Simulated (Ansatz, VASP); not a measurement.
AlNi: VASP beside Ansatz

File INCAR:

```
PREC = Accurate ; ENCUT = 520
EDIFF = 1E-6 ; ISMEAR = -1
SIGMA = 0.05 ; LREAL = F
LASPH = T ; NELM = 150
ALGO = Fast ; ISIF = 2
LWAVE = F ; LCHARG = T
ISPIN = 2 ; MAGMOM = 1 0
LORBIT = 11 ; LMAXMIX = 4
GGA = PE ; LELF = T
LVHAR = T ; NBANDS = 18
```

Contents of KPOINTS:

```
Automatic mesh
0
Gamma
  9 9 9
```

POSCAR

```
AlNi
1.0
    2.9189122424      0.0000000000      0.0000000000
    0.0000000000      2.9189122424      0.0000000000
    0.0000000000      0.0000000000      2.9189122424
Ni Al
1 1
Direct
    0.5000000000      0.5000000000      0.5000000000
    0.0000000000      0.0000000000      0.0000000000
```

input.yaml

```yaml
crystal:
  lattice:
    - [2.9189122424, 0.0, 0.0]
    - [0.0, 2.9189122424, 0.0]
    - [0.0, 0.0, 2.9189122424]
  atoms:
    - { symbol: Ni, position: [0.5, 0.5, 0.5], spin: 1.0 }
    - { symbol: Al, position: [0.0, 0.0, 0.0] }
kpoints:
  mp_grid: { grid: [9, 9, 9] }
scf:
  occupations: { method: fermi_dirac, width: 0.05 }
hamiltonian:
  xc: pbe
  pseudopotentials: { kind: all_electron, lapw: { basis_error: 0.0005 } }
magnetization:
  spin_polarized: true
output:
  forces: true
  stress: true
  eigenvalues: true
```

Change from the starting cell: volume scaled by 1.04.

Alike in both runs: task single point; functional PBE; k mesh 9 × 9 × 9; occupations fermi-dirac, width 0.05 eV; collinear spin.

|  | VASP | Ansatz |
| --- | --- | --- |
| version | VASP 6.6.1 | Ansatz 0.2.0 |
| potentials or method | VASP PAW PBE potentials, release 64 (Ni, Al), cutoff 520 eV | all-electron LAPW, scalar-relativistic |

|  | VASP | Ansatz | Ansatz less VASP |
| --- | --- | --- | --- |
| gap on the k mesh at the Fermi level (eV) | none | none | - |
| pressure (GPa) | -4.0 | -4.1 | -0.10 |
| net moment per atom (μB) | 0.00 | 0.00 | 0.000 |

A gap of «none» marks a metal or a gap that the smearing closes. Ansatz ran all-electron here, and VASP with PAW potentials.
